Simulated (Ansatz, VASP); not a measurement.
# One calculation of CsRe2, two programs

```
Cs Re
1.0
    -2.21003    2.21003    7.68423
     2.21003   -2.21003    7.68423
     2.21003    2.21003   -7.68423
Cs Re
2 4
Cartesian
  0.0000 0.0000 0.0000
  0.0000 2.2100 3.8421
  0.0000 0.0000 6.4010
  2.2100 0.0000 2.5588
  2.2100 0.0000 5.1254
  0.0000 0.0000 8.9675
```

Alike in both runs: task single point; functional PBE; k mesh 6 × 6 × 6; occupations gaussian, width 0.1 eV; no spin polarisation.

|  | VASP | Ansatz |
| --- | --- | --- |
| version | VASP 6.6.1 | Ansatz 0.2.0 |
| potentials or method | VASP PAW PBE potentials, release 64 (Cs_sv, Re), cutoff 520 eV | scalar-relativistic, plane waves, PAW |
| valence electrons in the cell | 46 | 78 |

VASP gave:

```
gap on the k mesh at the Fermi level (eV)                     : none
pressure (GPa)                                                : -0.6
traceless stress, the component that is largest in VASP (GPa) : -4.34
rms of the force components (eV/Å)                            : 0.043
```

Q: Which values does Ansatz return?

A: gap on the k mesh at the Fermi level (eV): none; pressure (GPa): -0.6; traceless stress, the component that is largest in VASP (GPa): -4.15; rms of the force components (eV/Å): 0.047.

Atom by atom the forces differ by 0.004 eV/Å (rms over components). A gap of «none» marks a metal or a gap that the smearing closes. VASP's potentials hold 46 valence electrons a cell and Ansatz's 78, so a difference there can come from the potentials and not from the codes.

Neither program's run includes spin-orbit coupling.
